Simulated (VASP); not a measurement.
# Mg33O32 (a cell with a defect) in VASP: settings compared

The runs below take Mg33O32 (a cell with a defect) through single point, with PBEsol, HSE06.

Program: VASP 6.6.1. These are calculated values, not measurements. Logs are shortened: lines on timing, memory, paths and dates and some standing lists are left out, and cuts for length are marked.

## (1) The cell of the first run

The cell holds a defect, 65 atoms: a = 8.429 Å, b = 8.429 Å, c = 8.429 Å, α = 90.00°, β = 90.00°, γ = 90.00°.

## (2) Single point, PBEsol

Input file INCAR:

```
SYSTEM = Mg33O32
ALGO     = Normal         ! electronic algorithm
EDIFF    = 1E-6           ! SCF threshold, eV
ENCUT    = 520            ! plane-wave cutoff, eV
GGA      = PS             ! functional
ISIF     = 2              ! what is computed and relaxed
ISMEAR   = -1             ! smearing method
LASPH    = .TRUE.         ! aspherical terms in the spheres
LCHARG   = .FALSE.        ! write CHGCAR
LREAL    = Auto         
LWAVE    = .FALSE.        ! write WAVECAR
NBANDS   = 167            ! bands
NELECT   = 256.0        
NELM     = 60             ! most SCF steps
PREC     = Accurate       ! precision mode
SIGMA    = 0.05           ! smearing width, eV
```

Input file KPOINTS:

```
k-points
0
G
  1 1 1
  0 0 0
```

Input file POSCAR:

```
Mg33O32
1.0
    8.4288080000      0.0000000000      0.0000000000
    0.0000000000      8.4288080000      0.0000000000
    0.0000000000      0.0000000000      8.4288080000
O Mg
32 33
Direct
    0.2507260000      0.0002570000      0.0005560000
    0.2485440000      0.9942310000      0.5012060000
    0.2485370000      0.5009100000      0.9945230000
    0.2487550000      0.5007610000      0.5010510000
    0.7496620000      0.9998240000      0.0001210000
    0.7492380000      0.0002820000      0.4991040000
    0.7492380000      0.4987960000      0.0005670000
    0.7553060000      0.5009580000      0.5012750000
    0.0007090000      0.2502660000      0.0005500000
    0.9947060000      0.2480790000      0.5012120000
    0.0002760000      0.7492060000      0.0001250000
    0.0007240000      0.7487910000      0.4991030000
    0.5013640000      0.2480810000      0.9945380000
    0.5011580000      0.2483300000      0.5010370000
    0.4992590000      0.7487880000      0.0005680000
    0.5014300000      0.7548360000      0.5012750000
    0.0007110000      0.0002540000      0.2505670000
    0.0002750000      0.9998160000      0.7495170000
    0.9946690000      0.5009100000      0.2483780000
    0.0007260000      0.4987990000      0.7490890000
    0.5013620000      0.9942250000      0.2483890000
    0.4992530000      0.0002780000      0.7490820000
    0.5012340000      0.5007640000      0.2486200000
    0.5014240000      0.5009620000      0.7551460000
    0.2487970000      0.2483520000      0.2486530000
    0.2485780000      0.2481170000      0.7550590000
    0.2485700000      0.7547710000      0.2484110000
    0.2507430000      0.7487980000      0.7490990000
    0.7552210000      0.2481080000      0.2484280000
    0.7492490000      0.2502850000      0.7490850000
    0.7492510000      0.7488030000      0.2505910000
    0.7496680000      0.7492140000      0.7495130000
    0.9997130000      0.9992620000      0.9995600000
    0.9943190000      0.9938600000      0.5003610000
    0.9942950000      0.5000520000      0.9941450000
    0.9983640000      0.5004480000      0.5007500000
    0.5005150000      0.9938500000      0.9941540000
    0.5008970000      0.9979000000      0.5007530000
    0.5009050000      0.5004510000      0.9982100000
    0.5306890000      0.5302060000      0.5305310000
    0.2490390000      0.2485810000      0.9981630000
    0.2194530000      0.2189630000      0.5302580000
    0.2494340000      0.7551720000      0.9941680000
    0.2490570000      0.7511660000      0.5007620000
    0.7556200000      0.2489750000      0.9941870000
    0.7516300000      0.2485980000      0.5007480000
    0.7502320000      0.7497730000      0.9996020000
    0.7556970000      0.7552480000      0.5003810000
    0.2490380000      0.9978620000      0.2488790000
    0.2494310000      0.9938910000      0.7554600000
    0.2193720000      0.5299980000      0.2192290000
    0.2490570000      0.5004520000      0.7514600000
    0.7556200000      0.9938800000      0.2492760000
    0.7502270000      0.9992990000      0.7500770000
    0.7516080000      0.5004580000      0.2489090000
    0.7556970000      0.5000810000      0.7555370000
    0.9983270000      0.2485870000      0.2488850000
    0.9943390000      0.2489720000      0.7554540000
    0.9943290000      0.7551680000      0.2492780000
    0.9997540000      0.7497780000      0.7500770000
    0.5304300000      0.2189440000      0.2192720000
    0.5009150000      0.2486080000      0.7514730000
    0.5009100000      0.7511550000      0.2489100000
    0.5005370000      0.7552380000      0.7555360000
    0.3750860000      0.3747000000      0.3749150000
```

Potentials or basis: VASP PAW PBE potentials, release 64 (O, Mg).

The run is started by

```bash
cat potpaw_PBE.64/O/POTCAR potpaw_PBE.64/Mg/POTCAR > POTCAR
mpirun -np 1 vasp_gam > vasp.out
```

OUTCAR:

```text
SYSTEM = Mg33O32
   EDIFF = 1E-6
   ENCUT = 520
   GGA = PS
   ISIF = 2
   ISMEAR = -1
   LASPH = .TRUE.
   LREAL = Auto
   NELECT = 256.0
   NELM = 60
   PREC = Accurate

 ion  position               nearest neighbor table
   1  0.251  0.000  0.001-  43 2.07  50 2.07  49 2.09  41 2.09  37 2.11  33 2.12
   2  0.249  0.994  0.501-  42 1.93  44 2.05  49 2.13  38 2.13  34 2.14  50 2.14
   3  0.249  0.501  0.995-  51 1.93  52 2.05  41 2.13  39 2.13  35 2.14  43 2.14
   4  0.249  0.501  0.501-  65 1.84  36 2.11  44 2.11  52 2.11  42 2.40  51 2.40  40 2.40
   5  0.750  1.000  0.000-  37 2.10  45 2.10  53 2.10  54 2.11  47 2.11  33 2.11
   6  0.749  0.000  0.499-  48 2.07  34 2.07  46 2.09  38 2.09  53 2.11  54 2.12
   7  0.749  0.499  0.001-  56 2.07  35 2.07  39 2.09  55 2.09  45 2.11  47 2.12
   8  0.755  0.501  0.501-  40 1.93  36 2.05  46 2.13  55 2.13  56 2.14  48 2.14
   9  0.001  0.250  0.001-  45 2.07  58 2.07  41 2.09  57 2.09  35 2.11  33 2.12
  10  0.995  0.248  0.501-  42 1.93  46 2.05  57 2.13  36 2.13  34 2.14  58 2.14
  11  0.000  0.749  0.000-  59 2.10  35 2.10  43 2.10  47 2.11  60 2.11  33 2.11
  12  0.001  0.749  0.499-  48 2.07  34 2.07  44 2.09  36 2.09  59 2.11  60 2.12
  13  0.501  0.248  0.995-  61 1.93  62 2.05  41 2.13  39 2.13  37 2.14  45 2.14
  14  0.501  0.248  0.501-  65 1.84  38 2.11  62 2.11  46 2.11  42 2.40  61 2.40  40 2.40
  15  0.499  0.749  0.001-  64 2.07  37 2.07  39 2.09  63 2.09  43 2.11  47 2.12
  16  0.501  0.755  0.501-  40 1.93  38 2.05  63 2.13  44 2.13  64 2.14  48 2.14
  17  0.001  0.000  0.251-  59 2.07  53 2.07  49 2.09  57 2.09  34 2.11  33 2.12
[... 67 lines left out ...]
  59  0.994  0.755  0.249-  31 2.07  17 2.07  11 2.10  12 2.11  27 2.14  19 2.14  51 2.70  53 2.85
                            48 2.92  34 2.92  47 2.94  33 2.94  49 2.97  55 2.97  36 3.02  44 3.02
  60  1.000  0.750  0.750-  18 2.11  11 2.11  32 2.11  12 2.12  20 2.12  28 2.12  48 2.94  56 2.94
                            43 2.94  50 2.94  35 2.94  34 2.94  44 2.97  52 2.97  36 2.97  33 2.97
  61  0.530  0.219  0.219-  21 1.93  13 1.93  29 1.93  65 2.27  25 2.40  14 2.40  23 2.40  37 2.70
                            53 2.70  45 2.70  49 3.03  41 3.03  38 3.03  39 3.03  46 3.03  55 3.03
  62  0.501  0.249  0.751-  13 2.05  22 2.09  30 2.09  14 2.11  26 2.13  24 2.13  45 2.97  37 2.97
                            41 2.97  39 2.97  54 2.97  38 2.99  46 2.99  52 3.00  50 3.02  56 3.02
  63  0.501  0.751  0.249-  21 2.05  31 2.09  15 2.09  23 2.11  27 2.13  16 2.13  53 2.97  37 2.97
                            49 2.97  38 2.97  47 2.97  55 2.99  39 2.99  44 3.00  43 3.02  48 3.02
  64  0.501  0.755  0.756-  15 2.07  22 2.07  32 2.10  28 2.11  16 2.14  24 2.14  40 2.69  37 2.84
                            43 2.92  50 2.92  54 2.94  47 2.94  38 2.97  39 2.97  44 3.02  52 3.02
  65  0.375  0.375  0.375-  23 1.84   4 1.84  14 1.84  25 1.84  51 2.27  42 2.27  40 2.27  61 2.27
                            63 3.51  44 3.51  55 3.51  52 3.51  46 3.51  62 3.51  39 3.51  36 3.51

  LATTYP: Found a simple cubic cell.
 ALAT       =     8.4288080000

  Lattice vectors:

 A1 = (   8.4288080000,   0.0000000000,   0.0000000000)
 A2 = (   0.0000000000,   8.4288080000,   0.0000000000)
 A3 = (   0.0000000000,   0.0000000000,   8.4288080000)

[... 244 lines left out ...]
   EFERMI_NEDOS =   21; number of points for ismear=-14 and -15
   IALGO  =     38    algorithm
   IMIX   =      4    mixing-type and parameters
     AMIX     =   0.40;   BMIX     =  1.00
     AMIX_MAG =   1.60;   BMIX_MAG =  1.00
  volume/ion in A,a.u.               =       9.21        62.17
  Fermi-wavevector in a.u.,A,eV,Ry     =   1.233262  2.330527 20.693577  1.520935
  Thomas-Fermi vector in A             =   2.367999
   LORBIT       =      0    0 simple, 1 ext, 2 COOP (PROOUT), +10 PAW based schemes
   GGA     = PS    functional components
   LHFCALC =     F    Hartree Fock is set to
   AEXX    =    0.0000 exact exchange contribution
   IVDW    =     0    specifies the selected vdW correction
   LEPSILON=     F    determine dielectric tensor
   LRPA    =     F    only Hartree local field effects (RPA)
 non-spin polarized calculation
  energy-cutoff  :      520.00
  volume of cell :      598.82
 maximum number of plane-waves:      8068
 NGX is ok and might be reduce to    64
   NGX = 31   NGY = 31   NGZ = 31

 number of electron     255.9999954 magnetization

 Free energy of the ion-electron system (eV)
  ---------------------------------------------------
  ext. energy  EPLUGINS =         0.00000000
  ---------------------------------------------------
  free energy    TOTEN  =      -407.50471120 eV

  energy without entropy =     -407.50471120  energy(sigma->0) =     -407.50471120

 E-fermi :   4.4705     XC(G=0): -11.3258

 val. band max:        3.2044286718   @ k =   0.0000   0.0000   0.0000
 cond. band min:       7.6582084151   @ k =   0.0000   0.0000   0.0000
 fundamental gap:      4.4537797433
 Fermi energy:         4.4704525846

 k-point     1 :       0.0000    0.0000    0.0000
  band No.  band energies     occupation
      1     -14.1349      2.00000
      2     -13.4744      2.00000
      3     -13.4302      2.00000
      4     -13.4299      2.00000
      5     -13.4297      2.00000
      6     -13.2732      2.00000
[... 132 lines left out ...]
    139      11.2989      0.00000
    140      11.8892      0.00000
 [bands above 140 left out]

------------------------ aborting loop because EDIFF is reached ----------------------------------------

  FORCE on cell =-STRESS in cart. coord.  units (eV):
  Direction    XX          YY          ZZ          XY          YZ          ZX
  --------------------------------------------------------------------------------------
  -------------------------------------------------------------------------------------
  Total        4.6114090      4.6042545      4.6114137     -0.0123842     -0.0147841     -0.0055748
  in kB       12.3380278     12.3188856     12.3380403     -0.0331345     -0.0395555     -0.0149156
  external PRESSURE =      12.3316512 kB  Pullay stress =       0.0000000 kB

 VOLUME and BASIS-vectors are now :
 -----------------------------------------------------------------------------
  energy-cutoff  :      520.00
  volume of cell :      598.82
      direct lattice vectors                 reciprocal lattice vectors
     8.428808000  0.000000000  0.000000000     0.118640738  0.000000000  0.000000000
     0.000000000  8.428808000  0.000000000     0.000000000  0.118640738  0.000000000
     0.000000000  0.000000000  8.428808000     0.000000000  0.000000000  0.118640738

 POSITION                                       TOTAL-FORCE (eV/Angst)
 -----------------------------------------------------------------------------------
      2.11332      0.00217      0.00469         0.006562      0.009364      0.009383
      2.09493      8.38018      4.22457         0.011102      0.003153     -0.006965
      2.09487      4.22207      8.38264         0.010949     -0.007297      0.004199
      2.09671      4.22082      4.22326        -0.013674      0.012288      0.012452
      6.31876      8.42732      0.00102        -0.001563      0.004236      0.003372
      6.31518      0.00238      4.20685        -0.009829      0.009581     -0.009620
[... 57 lines left out ...]
      4.21893      6.36576      6.36827        -0.000555      0.000927      0.001022
      3.16153      3.15827      3.16009        -0.008287     -0.010601     -0.008108
 -----------------------------------------------------------------------------------
    total drift:                                0.013591     -0.013778     -0.008579

  FREE ENERGIE OF THE ION-ELECTRON SYSTEM (eV)
  ---------------------------------------------------
  free  energy   TOTEN  =      -407.5047111997 eV

  energy  without entropy=     -407.5047111997  energy(sigma->0) =     -407.50471120
```

Wall time 4.4 min (1 thread of Intel Xeon 8259CL, shared host); peak memory 0.54 GiB.

Results:

- Free energy: -407.5047 eV
- Largest force: 0.055 eV/Å

Forces on the atoms (eV/Å):
```
O    0.007  0.009  0.009
O    0.011  0.003 -0.007
O    0.011 -0.007  0.004
O   -0.014  0.012  0.012
O   -0.002  0.004  0.003
O   -0.010  0.010 -0.010
O   -0.009 -0.009  0.011
O   -0.001 -0.009 -0.010
O    0.012  0.004  0.010
O    0.004  0.010 -0.007
O    0.005 -0.008  0.005
O    0.010 -0.011 -0.009
O   -0.007  0.011  0.005
O    0.013 -0.012  0.011
O   -0.007 -0.011  0.011
O   -0.010 -0.001 -0.009
O    0.012  0.010  0.004
O    0.006  0.003 -0.006
O    0.004 -0.008  0.010
O    0.010 -0.009 -0.010
O   -0.008  0.003  0.011
O   -0.009  0.010 -0.010
O    0.012  0.012 -0.015
O   -0.011 -0.009  0.000
O   -0.001  0.002  0.000
O    0.007  0.007 -0.005
O    0.007 -0.006  0.006
O    0.005 -0.011 -0.010
O   -0.006  0.007  0.007
O   -0.010  0.005 -0.010
O   -0.008 -0.011  0.005
O   -0.005 -0.007 -0.005
Mg   0.000  0.000  0.000
Mg  -0.002 -0.001  0.001
Mg  -0.002  0.001 -0.002
Mg  -0.021  0.007  0.007
Mg   0.001 -0.001 -0.002
Mg   0.006 -0.019  0.006
Mg   0.006  0.007 -0.020
Mg   0.025  0.026  0.026
Mg  -0.005 -0.005 -0.019
Mg  -0.031 -0.029  0.035
Mg   0.000  0.003 -0.003
Mg  -0.005  0.020  0.006
Mg   0.002  0.000 -0.004
Mg   0.017 -0.004  0.006
Mg   0.000  0.001 -0.001
Mg   0.000  0.000  0.000
Mg  -0.005 -0.018 -0.004
Mg   0.000 -0.002  0.003
Mg  -0.030  0.035 -0.029
Mg  -0.005  0.006  0.019
Mg   0.003 -0.002  0.000
Mg   0.001 -0.001  0.000
Mg   0.019  0.006 -0.005
Mg   0.000  0.000  0.001
Mg  -0.020 -0.005 -0.004
Mg  -0.002  0.000  0.003
Mg  -0.003  0.004  0.000
Mg  -0.002  0.001  0.001
Mg   0.033 -0.028 -0.029
Mg   0.004 -0.005  0.018
Mg   0.006  0.020 -0.005
Mg  -0.001  0.001  0.001
Mg  -0.008 -0.011 -0.008
```

Caveat: the k points lie up to 0.75 Å⁻¹ apart; the cell carries a net charge on a neutralising background, which shifts energy and pressure; the cell is charged against a uniform background, so pressure and absolute levels hang on convention; the PAW data sets were made with another functional, which shifts forces and pressure a little.

## (3) Single point, HSE06

POSCAR is that of step 2.

Input file INCAR.step1:

```
PREC = Accurate
ENCUT = 520
EDIFF = 1E-5
ISMEAR = -1
SIGMA = 0.05
LREAL = Auto
LASPH = T
NELM = 60
ALGO = Normal
ISIF = 2
LWAVE = T
LCHARG = F
NBANDS = 167
GGA = PE
NELECT = 256.0
```

Input file INCAR.step2:

```
PREC = Accurate
ENCUT = 520
EDIFF = 1E-7
ISMEAR = -1
SIGMA = 0.05
LREAL = Auto
LASPH = T
NELM = 60
ALGO = Normal
ISIF = 2
LWAVE = F
LCHARG = F
GGA = PE
LHFCALC = T
HFSCREEN = 0.2079
PRECFOCK = Fast
NBANDS = 167
ISTART = 1
NELECT = 256.0
```

Input file KPOINTS:

```
Automatic mesh
0
Gamma
  1 1 1
```

Potentials or basis: VASP PAW PBE potentials, release 64 (O, Mg).

The run is started by

```bash
cat potpaw_PBE.64/O/POTCAR potpaw_PBE.64/Mg/POTCAR > POTCAR
cp INCAR.step1 INCAR
mpirun -np 1 vasp_gam > vasp.out
cp INCAR.step2 INCAR
mpirun -np 1 vasp_gam > vasp.out
```

Run time: 27 min. Hardware: 1 thread of Intel Xeon 8259CL, shared host; peak memory 0.87 GiB.

Results (log left out):

```
Free energy   : -462.1922 eV
Largest force : 0.125 eV/Å
```

Forces in eV/Å, atoms in the order of the input:
```
O    0.008 -0.005 -0.006
O    0.000  0.081  0.005
O    0.000  0.005  0.083
O    0.058 -0.059 -0.059
O   -0.001  0.005  0.004
O    0.005 -0.005 -0.011
O    0.006 -0.010 -0.004
O   -0.079  0.003  0.001
O   -0.003  0.006 -0.005
O    0.082 -0.001  0.004
O    0.005 -0.008  0.005
O   -0.005  0.005 -0.010
O    0.004  0.000  0.083
O   -0.059  0.060 -0.060
O   -0.009  0.005 -0.004
O    0.001 -0.079  0.002
O   -0.003 -0.005  0.005
O    0.006  0.003 -0.006
O    0.082  0.004 -0.001
O   -0.005 -0.010  0.005
O    0.004  0.081  0.000
O   -0.010 -0.005  0.005
O   -0.060 -0.060  0.057
O    0.001  0.003 -0.078
O    0.071  0.074  0.071
O   -0.005 -0.004 -0.083
O   -0.005 -0.084 -0.005
O    0.006  0.005  0.005
O   -0.084 -0.004 -0.004
O    0.005  0.007  0.006
O    0.007  0.005  0.007
O   -0.005 -0.006 -0.004
Mg  -0.001 -0.002 -0.002
Mg  -0.013 -0.012  0.002
Mg  -0.013  0.002 -0.013
Mg  -0.045  0.020  0.021
Mg   0.002 -0.012 -0.013
Mg   0.020 -0.043  0.019
Mg   0.020  0.020 -0.044
Mg   0.045  0.046  0.046
Mg  -0.019 -0.019 -0.043
Mg  -0.051 -0.049  0.055
Mg  -0.001  0.013 -0.013
Mg  -0.019  0.043  0.019
Mg   0.013 -0.002 -0.015
Mg   0.041 -0.019  0.020
Mg   0.001  0.002 -0.003
Mg   0.011  0.011  0.001
Mg  -0.019 -0.042 -0.018
Mg  -0.001 -0.014  0.014
Mg  -0.050  0.055 -0.049
Mg  -0.019  0.019  0.043
Mg   0.014 -0.013 -0.001
Mg   0.002 -0.003  0.002
Mg   0.043  0.019 -0.019
Mg   0.011  0.001  0.011
Mg  -0.044 -0.019 -0.018
Mg  -0.013 -0.001  0.013
Mg  -0.014  0.014 -0.001
Mg  -0.004  0.002  0.002
Mg   0.053 -0.049 -0.049
Mg   0.018 -0.019  0.041
Mg   0.019  0.043 -0.019
Mg   0.001  0.011  0.012
Mg  -0.009 -0.011 -0.008
```

Levels at points of the mesh, in eV from the Fermi level:
```
           k point  band 125  band 126  band 127  band 128  band 129  band 130  band 131  band 132
(0.00, 0.00, 0.00)     -1.80     -1.25     -1.25     -1.25      5.05      7.75      8.00      8.00
```

Caveat: the k points lie up to 0.75 Å⁻¹ apart; the cell carries a net charge on a neutralising background, which shifts energy and pressure; the cell is charged against a uniform background, so pressure and absolute levels hang on convention; the PAW data sets were made with another functional, which shifts forces and pressure a little.
